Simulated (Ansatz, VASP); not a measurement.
## Eu in VASP and in Ansatz

The input INCAR:

```
  PREC = Accurate
  ENCUT = 520
  EDIFF = 1E-6
  ISMEAR = -1
  SIGMA = 0.03
  LREAL = F
  LASPH = T
  NELM = 150
  ALGO = Normal
  ISIF = 2
  LWAVE = F
  LCHARG = T
  ISPIN = 2
  MAGMOM = 7
  LORBIT = 11
  LMAXMIX = 6
  GGA = CA
  LELF = T
  LVHAR = T
  NBANDS = 18
```

The input KPOINTS:

```
regular mesh
0
Gamma
  11 11 11
```

The input POSCAR:

```
Eu
1.0
   -2.2755000000      2.2755000000      2.2755000000
    2.2755000000     -2.2755000000      2.2755000000
    2.2755000000      2.2755000000     -2.2755000000
Eu
1
Direct
    0.0000000000      0.0000000000      0.0000000000
```

Input for Ansatz:

```yaml
crystal:
  lattice:
    - [-2.2755, 2.2755, 2.2755]
    - [2.2755, -2.2755, 2.2755]
    - [2.2755, 2.2755, -2.2755]
  atoms:
    - { symbol: Eu, position: [0.0, 0.0, 0.0], spin: 7.0 }
magnetization:
  spin_polarized: true
kpoints:
  mp_grid: { grid: [11, 11, 11] }
  band_path:
    path:
      - [0.0, 0.0, 0.0]
      - [0.5, -0.5, 0.5]
      - [0.0, 0.0, 0.5]
      - [0.0, 0.0, 0.0]
      - [0.25, 0.25, 0.25]
      - [0.5, -0.5, 0.5]
      - [0.25, 0.25, 0.25]
      - [0.0, 0.0, 0.5]
    npoints: 5
scf:
  occupations: { method: fermi_dirac, width: 0.03 }
hamiltonian:
  xc: lda
  pseudopotentials: { kind: all_electron, lapw: { basis_error: 0.0005 } }
output:
  forces: true
  stress: true
  eigenvalues: true
```

Alike in both runs: task single point; functional LDA; k mesh 11 × 11 × 11; occupations fermi-dirac, width 0.03 eV; collinear spin.

|  | VASP | Ansatz |
| --- | --- | --- |
| version | VASP 6.6.1 | Ansatz 0.2.0 |
| potentials or method | VASP PAW PBE potentials, release 64 (Eu), cutoff 520 eV | all-electron LAPW, scalar-relativistic |

Ansatz gave:

| Item | Value |
| --- | --- |
| pressure (GPa) | -3.4 |
| net moment per atom (μB) | 7.24 |
| size of the moment on the site where the two differ most (μB) | 7.11 |

Question: Which values does VASP return?

Answer: Pressure (GPa): -3.6; net moment per atom (μB): 7.21; size of the moment on the site where the two differ most (μB): 6.69.

VASP's potentials were made for PBE, not for LDA. LDA's correlation is that of Perdew and Zunger in VASP and of Perdew and Wang (1992) in Ansatz. Site moments also hang on the region over which each program counts them. Ansatz ran all-electron here, and VASP with PAW potentials.

Neither program's run includes spin-orbit coupling.
